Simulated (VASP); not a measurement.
Ba:

```
CELL_PARAMETERS angstrom
4.19283 0.00000 0.00000
0.00000 4.19283 0.00000
0.00000 0.00000 4.29596
ATOMIC_POSITIONS crystal
Ba 0.00000 0.00000 0.00000
```

```yaml
Program: VASP 6.6.1
Task: relaxation of cell and atoms
Functional: PBE
Potentials_or_basis: VASP PAW PBE potentials, release 64 (Ba_sv)
Cutoff: 600 eV
k_mesh: 14 × 14 × 14
Occupations: gaussian, width 0.1 eV
Spin: no spin polarisation
```

At the start: pressure -1.0 GPa; volume 75.52 Å³/atom.

Problem. Where does the relaxation end?

Solution. Over 7 steps the energy falls by 49.3 meV/atom and the volume is 62.62 Å³/atom (-17.1 %); space group P4/mmm (No. 123, to 0.1 Å) before, Pm-3m (No. 221, to 0.1 Å).

Step by step:
| step | energy change (eV) | largest force (eV/Å) | pressure (GPa) | volume (Å³) |
| --- | --- | --- | --- | --- |
| 1 | 0.0000 | 0.0000 | -1.01 | 75.52 |
| 2 | -0.0291 | 0.0000 | -0.73 | 70.46 |
| 3 | -0.0479 | 0.0000 | -0.22 | 64.53 |
| 4 | -0.0492 | 0.0000 | 0.00 | 62.53 |
| 5 | -0.0492 | 0.0000 | -0.02 | 62.77 |
| 6 | -0.0493 | 0.0000 | -0.02 | 62.67 |
| 7 | -0.0493 | 0.0000 | -0.01 | 62.62 |

Final structure:
```
CELL_PARAMETERS angstrom
3.97080 0.00000 0.00000
0.00000 3.97080 0.00000
0.00000 0.00000 3.97183
ATOMIC_POSITIONS crystal
Ba 0.00000 0.00000 0.00000
```

Caveat: the volume moved by over 15 % at a fixed basis, so the end points are rough.
